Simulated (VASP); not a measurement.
# SrCl2 (Fm-3m) in VASP: notebook

Aim: see how the results for SrCl2 move with the level of theory and the settings. Levels: revPBE, PBE, PBEsol. Tasks: single point.

All numbers are computed with VASP 6.6.1; they aren't measurements. Logs are shortened: lines on timing, memory, paths and dates and some standing lists are left out, and cuts for length are marked.

### Step 1. The cell of the first run

It takes space group Fm-3m (No. 225, cubic). Conventional cell: a = 6.977 Å, b = 6.977 Å, c = 6.977 Å, α = 90.00°, β = 90.00°, γ = 90.00°. Within 4.0 Å of Sr (site symmetry m-3m) lie 8 Cl at 3.02 Å. Within 4.0 Å of Cl (site symmetry -43m) lie 4 Sr at 3.02 Å and 6 Cl at 3.49 Å.

### Step 2. Single point, revPBE

File INCAR:

```
ALGO = Normal ; EDIFF = 1E-6
ENCUT = 500 ; GGA = RE
GGA_COMPAT = False ; ISIF = 2
ISMEAR = 0 ; ISYM = 0
LASPH = True ; LCHARG = False
LREAL = False ; LWAVE = False
NBANDS = 19 ; NELM = 120
PREC = Accurate ; SIGMA = 0.01
```

File KPOINTS:

```
Automatic mesh
0
Gamma
  5 5 5
  0.5 0.5 0.5
```

File POSCAR:

```
SrCl2
1.0
    0.0000000000      3.4883500000      3.4883500000
    3.4883500000      0.0000000000      3.4883500000
    3.4883500000      3.4883500000      0.0000000000
Sr Cl
1 2
Direct
    0.0000000000      0.0000000000      0.0000000000
    0.2500000000      0.2500000000      0.2500000000
    0.7500000000      0.7500000000      0.7500000000
```

Potentials or basis: VASP PAW PBE potentials, release 64 (Sr_sv, Cl).

Launch:

```console
cat potpaw_PBE.64/Sr_sv/POTCAR potpaw_PBE.64/Cl/POTCAR > POTCAR
mpirun -np 1 vasp_std > vasp.out
```

OUTCAR:

```text
EDIFF = 1E-6
   ENCUT = 500
   GGA = RE
   ISIF = 2
   ISMEAR = 0
   ISYM = 0
   LASPH = True
   LREAL = False
   NELM = 120
   PREC = Accurate

 ion  position               nearest neighbor table
   1  0.000  0.000  0.000-   3 3.02   3 3.02   3 3.02   2 3.02   3 3.02   2 3.02   2 3.02   2 3.02

   2  0.250  0.250  0.250-   1 3.02   1 3.02   1 3.02   1 3.02
   3  0.750  0.750  0.750-   1 3.02   1 3.02   1 3.02   1 3.02

IMPORTANT INFORMATION: All symmetrisations will be switched off!
NOSYMM: (Re-)initialisation of all symmetry stuff for point group C_1.

----------------------------------------------------------------------------------------

                                     Primitive cell

  volume of cell :      84.8966

  direct lattice vectors                    reciprocal lattice vectors
     0.000000000  3.488350000  3.488350000    -0.143334241  0.143334241  0.143334241
     3.488350000  0.000000000  3.488350000     0.143334241 -0.143334241  0.143334241
     3.488350000  3.488350000  0.000000000     0.143334241  0.143334241 -0.143334241

  length of vectors
     4.933271880  4.933271880  4.933271880     0.248262188  0.248262188  0.248262188

  position of ions in fractional coordinates (direct lattice)
     0.000000000  0.000000000  0.000000000
     0.250000000  0.250000000  0.250000000
     0.750000000  0.750000000  0.750000000

  ion indices of the primitive-cell ions
   primitive index   ion index
                 1           1
                 2           2
                 3           3

----------------------------------------------------------------------------------------

 KPOINTS: Automatic mesh

Automatic generation of k-mesh.
 Grid dimensions read from file:
 generate k-points for:    5    5    5

 Generating k-lattice:

  Cartesian coordinates                     Fractional coordinates (reciprocal lattice)
    -0.028666848  0.028666848  0.028666848     0.200000000  0.000000000  0.000000000
     0.028666848 -0.028666848  0.028666848     0.000000000  0.200000000  0.000000000
     0.028666848  0.028666848 -0.028666848     0.000000000  0.000000000  0.200000000

  Length of vectors
     0.049652438  0.049652438  0.049652438

  Shift w.r.t. Gamma in fractional coordinates (k-lattice)
     0.500000000  0.500000000  0.500000000

 Subroutine IBZKPT returns following result:
 ===========================================

 Found    252 irreducible k-points:

 Following reciprocal coordinates:
            Coordinates               Weight
  0.100000  0.100000  0.100000      2.000000
  0.100000  0.000000  0.000000      2.000000
  0.000000  0.000000 -0.100000      2.000000
  0.000000  0.100000  0.000000      2.000000
  0.300000  0.100000  0.100000      2.000000
  0.100000  0.300000  0.100000      2.000000
[... 16 lines left out ...]
  0.000000  0.400000 -0.100000      2.000000
  0.400000  0.000000 -0.100000      2.000000
 [... further k-points ...]
   k-points           NKPTS =    252   k-points in BZ     NKDIM =    252   number of bands    NBANDS=     19
   number of dos      NEDOS =    301   number of ions     NIONS =      3
   total plane-waves  NPLWV =  46656
   dimension x,y,z NGX =    36 NGY =   36 NGZ =   36
   dimension x,y,z NGXF=    72 NGYF=   72 NGZF=   72
   ions per type =               1   2
   NGX,Y,Z   is equivalent  to a cutoff of  12.13, 12.13, 12.13 a.u.
   NGXF,Y,Z  is equivalent  to a cutoff of  24.26, 24.26, 24.26 a.u.
 SYSTEM =  unknown system
   PREC   = accura    normal or accurate (medium, high low for compatibility)
   ISTART =      0    job   : 0-new  1-cont  2-samecut
   ICHARG =      2    charge: 1-file 2-atom 10-const
   ISPIN  =      1    spin polarized calculation?
   LNONCOLLINEAR =      F non collinear calculations
   LSORBIT =      F    spin-orbit coupling
   LASPH  =      T    aspherical Exc in radial PAW
   ENCUT  =  500.0 eV  36.75 Ry    6.06 a.u.   8.99  8.99  8.99*2*pi/ulx,y,z
   NELM   =    120;   NELMIN=  2; NELMDL= -5     # of ELM steps
   EDIFF  = 0.1E-05   stopping-criterion for ELM
   LREAL  =      F    real-space projection
   EDIFFG = 0.1E-04   stopping-criterion for IOM
   NSW    =      0    number of steps for IOM
   IBRION =     -1    ionic relax: 0-MD 1-quasi-New 2-CG
   NFREE  =      0    steps in history (QN), initial steepest desc. (CG)
   ISIF   =      2    stress and relaxation
   ISYM   =      0    0-nonsym 1-usesym 2-fastsym
   POTIM  = 0.5000    time-step for ionic-motion
   TEBEG  =    0.0;   TEEND  =   0.0 temperature during run
   PSTRESS=    0.0 pullay stress
   NELECT =      24.0000    total number of electrons
   NUPDOWN=      -1.0000    fix difference up-down
   EMIN   =  10.00;   EMAX   =-10.00  energy-range for DOS
   EFERMI =   0.00;   METHOD = LEGACY
   ISMEAR =     0;   SIGMA  =   0.01  broadening in eV -4-tet -1-fermi 0-gaus
   EFERMI_NEDOS =   21; number of points for ismear=-14 and -15
   IALGO  =     38    algorithm
   IMIX   =      4    mixing-type and parameters
     AMIX     =   0.40;   BMIX     =  1.00
     AMIX_MAG =   1.60;   BMIX_MAG =  1.00
  volume/ion in A,a.u.               =      28.30       190.97
  Fermi-wavevector in a.u.,A,eV,Ry     =   1.074439  2.030396 15.706833  1.154420
  Thomas-Fermi vector in A             =   2.210267
   LORBIT       =      0    0 simple, 1 ext, 2 COOP (PROOUT), +10 PAW based schemes
   GGA     = RE    functional components
   LHFCALC =     F    Hartree Fock is set to
   AEXX    =    0.0000 exact exchange contribution
   IVDW    =     0    specifies the selected vdW correction
   LEPSILON=     F    determine dielectric tensor
   LRPA    =     F    only Hartree local field effects (RPA)
 non-spin polarized calculation
 Gauss-broadening in eV      SIGMA  =   0.01
  energy-cutoff  :      500.00
  volume of cell :       84.90
 maximum number of plane-waves:      2168
   NGX = 17   NGY = 17   NGZ = 17

 number of electron      24.0000003 magnetization

 Free energy of the ion-electron system (eV)
  ---------------------------------------------------
  ext. energy  EPLUGINS =         0.00000000
  ---------------------------------------------------
  free energy    TOTEN  =       -12.10345803 eV

  energy without entropy =      -12.10345803  energy(sigma->0) =      -12.10345803

 E-fermi :   0.2076     XC(G=0):  -8.0283

 val. band max:        0.1580852190   @ k =   0.5000   0.1000   0.5000
 cond. band min:       6.0668299450   @ k =   0.5000   0.5000   0.1000
 fundamental gap:      5.9087447260
 Fermi energy:         0.2076055332

 k-point     1 :       0.1000    0.1000    0.1000
  band No.  band energies     occupation
      1     -32.6898      2.00000
      2     -14.7133      2.00000
      3     -14.6809      2.00000
      4     -14.6809      2.00000
      5     -12.9964      2.00000
      6     -12.2364      2.00000
[... 11 lines left out ...]
     18       9.2270      0.00000
     19       9.9081      0.00000

 k-point     2 :       0.1000    0.0000    0.0000
  band No.  band energies     occupation
      1     -32.6898      2.00000
      2     -14.7133      2.00000
      3     -14.6809      2.00000
      4     -14.6809      2.00000
      5     -12.9964      2.00000
      6     -12.2364      2.00000
[... 11 lines left out ...]
     18       9.2270      0.00000
     19       9.9077      0.00000

 k-point     3 :       0.0000    0.0000   -0.1000
  band No.  band energies     occupation
      1     -32.6898      2.00000
      2     -14.7133      2.00000
      3     -14.6809      2.00000
      4     -14.6809      2.00000
      5     -12.9964      2.00000
      6     -12.2364      2.00000
[... 11 lines left out ...]
     18       9.2270      0.00000
     19       9.9078      0.00000

 k-point     4 :       0.0000    0.1000    0.0000
  band No.  band energies     occupation
      1     -32.6898      2.00000
      2     -14.7133      2.00000
      3     -14.6809      2.00000
      4     -14.6809      2.00000
      5     -12.9964      2.00000
      6     -12.2364      2.00000
[... 11 lines left out ...]
     18       9.2270      0.00000
     19       9.9075      0.00000

 k-point     5 :       0.3000    0.1000    0.1000
  band No.  band energies     occupation
      1     -32.6885      2.00000
      2     -14.8273      2.00000
      3     -14.7005      2.00000
      4     -14.6850      2.00000
      5     -12.7714      2.00000
      6     -12.3216      2.00000
[... 11 lines left out ...]
     18       9.1772      0.00000
     19      10.2821      0.00000

 k-point     6 :       0.1000    0.3000    0.1000
  band No.  band energies     occupation
      1     -32.6885      2.00000
      2     -14.8273      2.00000
      3     -14.7005      2.00000
      4     -14.6850      2.00000
      5     -12.7714      2.00000
      6     -12.3216      2.00000
[... 11 lines left out ...]
     18       9.1772      0.00000
     19      10.1984      0.00000

 k-point     7 :       0.1000    0.1000    0.3000
  band No.  band energies     occupation
      1     -32.6885      2.00000
      2     -14.8273      2.00000
      3     -14.7005      2.00000
      4     -14.6850      2.00000
      5     -12.7714      2.00000
      6     -12.3216      2.00000
[... 11 lines left out ...]
     18       9.1772      0.00000
     19      10.2123      0.00000

 k-point     8 :       0.1000    0.0000   -0.2000
  band No.  band energies     occupation
      1     -32.6885      2.00000
      2     -14.8273      2.00000
      3     -14.7005      2.00000
      4     -14.6850      2.00000
      5     -12.7714      2.00000
      6     -12.3216      2.00000
[... 256 lines left out ...]
 k-point    20 :       0.1000    0.0000   -0.4000
  band No.  band energies     occupation
      1     -32.6870      2.00000
      2     -14.9343      2.00000
      3     -14.7176      2.00000
      4     -14.6930      2.00000
      5     -12.6284      2.00000
      6     -12.3189      2.00000
[... 11 lines left out ...]
     18       9.0612      0.00000
     19       9.2553      0.00000

 k-point    21 :       0.5000    0.4000    0.4000
  band No.  band energies     occupation
      1     -32.6870      2.00000
      2     -14.9343      2.00000
      3     -14.7176      2.00000
      4     -14.6930      2.00000
      5     -12.6284      2.00000
      6     -12.3189      2.00000
[... 11 lines left out ...]
     18       9.0612      0.00000
     19       9.2553      0.00000

 k-point    22 :       0.1000   -0.4000    0.0000
  band No.  band energies     occupation
      1     -32.6870      2.00000
      2     -14.9343      2.00000
      3     -14.7176      2.00000
      4     -14.6930      2.00000
      5     -12.6284      2.00000
      6     -12.3189      2.00000
[... 11 lines left out ...]
     18       9.0612      0.00000
     19       9.2553      0.00000

 k-point    23 :       0.0000    0.4000   -0.1000
  band No.  band energies     occupation
      1     -32.6870      2.00000
      2     -14.9343      2.00000
      3     -14.7176      2.00000
      4     -14.6930      2.00000
      5     -12.6284      2.00000
      6     -12.3189      2.00000
[... 11 lines left out ...]
     18       9.0612      0.00000
     19       9.2553      0.00000

 k-point    24 :       0.4000    0.0000   -0.1000
  band No.  band energies     occupation
      1     -32.6870      2.00000
      2     -14.9343      2.00000
      3     -14.7176      2.00000
      4     -14.6930      2.00000
      5     -12.6284      2.00000
      6     -12.3189      2.00000
[... 11 lines left out ...]
     18       9.0612      0.00000
     19       9.2553      0.00000

 [... further k-points ...]

------------------------ aborting loop because EDIFF is reached ----------------------------------------

  FORCE on cell =-STRESS in cart. coord.  units (eV):
  Direction    XX          YY          ZZ          XY          YZ          ZX
  --------------------------------------------------------------------------------------
  -------------------------------------------------------------------------------------
  Total        1.3589117      1.3589171      1.3589135     -0.0000015     -0.0000013     -0.0000032
  in kB       25.6455290     25.6456311     25.6455628     -0.0000287     -0.0000237     -0.0000599
  external PRESSURE =      25.6455743 kB  Pullay stress =       0.0000000 kB

 VOLUME and BASIS-vectors are now :
 -----------------------------------------------------------------------------
  energy-cutoff  :      500.00
  volume of cell :       84.90
      direct lattice vectors                 reciprocal lattice vectors
     0.000000000  3.488350000  3.488350000    -0.143334241  0.143334241  0.143334241
     3.488350000  0.000000000  3.488350000     0.143334241 -0.143334241  0.143334241
     3.488350000  3.488350000  0.000000000     0.143334241  0.143334241 -0.143334241

 POSITION                                       TOTAL-FORCE (eV/Angst)
 -----------------------------------------------------------------------------------
      0.00000      0.00000      0.00000        -0.000000     -0.000000      0.000000
      1.74418      1.74418      1.74418        -0.000000     -0.000000      0.000000
      5.23252      5.23252      5.23252         0.000000      0.000000     -0.000000
 -----------------------------------------------------------------------------------
    total drift:                               -0.000000      0.000000     -0.000000

  FREE ENERGIE OF THE ION-ELECTRON SYSTEM (eV)
  ---------------------------------------------------
  free  energy   TOTEN  =       -12.1034580285 eV

  energy  without entropy=      -12.1034580285  energy(sigma->0) =      -12.10345803
```

Run time: 1.9 min. Hardware: 1 thread of Intel Xeon 6975P-C (Granite Rapids), shared host; peak memory 0.47 GiB.

What came out:

```yaml
Free_energy: -12.1035 eV
Pressure: 2.6 GPa
Band_gap_on_the_k_mesh: 5.91 eV
```

Caveat: the PAW data sets were made with another functional, which shifts forces and pressure a little; a shifted mesh leaves out Γ, where band edges can lie. A k mesh can miss the band edges.

[end of part 1 of 2]
